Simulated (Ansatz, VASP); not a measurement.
Sb: VASP beside Ansatz

INCAR

```
SYSTEM = Sb
PREC = Accurate
ENCUT = 520
EDIFF = 1E-7
ISMEAR = -1
SIGMA = 0.1
LREAL = .FALSE.
LASPH = .TRUE.
NELM = 60
ALGO = Normal
ISIF = 2
LWAVE = .FALSE.
LCHARG = .FALSE.
GGA = PS
NBANDS = 12
```

Contents of KPOINTS:

```
regular mesh
0
G
  10 7 7
  0 0 0
```

Contents of POSCAR:

```
Sb
1.0
    3.1224020000      0.0000000000      0.0000000000
    0.0000000000      4.3475180000      0.0000000000
   -0.0389150000      0.0000000000      4.4058520000
Sb
2
Direct
    0.9886675760      0.7500000000      0.7633734179
    0.0113889995      0.2500000000      0.2411659992
```

Input for Ansatz:

```yaml
crystal:
  lattice:
    - [3.122402, 0.0, 0.0]
    - [0.0, 4.347518, 0.0]
    - [-0.038915, 0.0, 4.405852]
  atoms:
    - { symbol: Sb, position: [0.9886675759743827, 0.75, 0.7633734178996481] }
    - { symbol: Sb, position: [0.011388999513735456, 0.25, 0.241165999221036] }
basis:
  ecutwfc: 571.4391111657479
kpoints:
  mp_grid:
    grid: [10, 7, 7]
hamiltonian:
  xc: pbesol
scf:
  occupations:
    method: fermi_dirac
    width: 0.1
output:
  forces: true
```

Alike in both runs: task single point; functional PBEsol; k mesh 10 × 7 × 7; occupations fermi-dirac, width 0.1 eV; no spin polarisation.

|  | VASP | Ansatz |
| --- | --- | --- |
| version | VASP 6.6.1 | Ansatz 0.2.0 |
| potentials or method | VASP PAW PBE potentials, release 64 (Sb), cutoff 520 eV | plane waves, PAW |
| valence electrons in the cell | 10 | 30 |

|  | VASP | Ansatz | Ansatz less VASP |
| --- | --- | --- | --- |
| rms of the force components (eV/Å) | 0.086 | 0.078 | -0.0079 |

VASP's potentials were made for PBE, not for PBEsol. Atom by atom the forces differ by 0.008 eV/Å (rms over components). VASP's potentials hold 10 valence electrons a cell and Ansatz's 30, so a difference there can come from the potentials and not from the codes.

Neither program's run includes spin-orbit coupling.
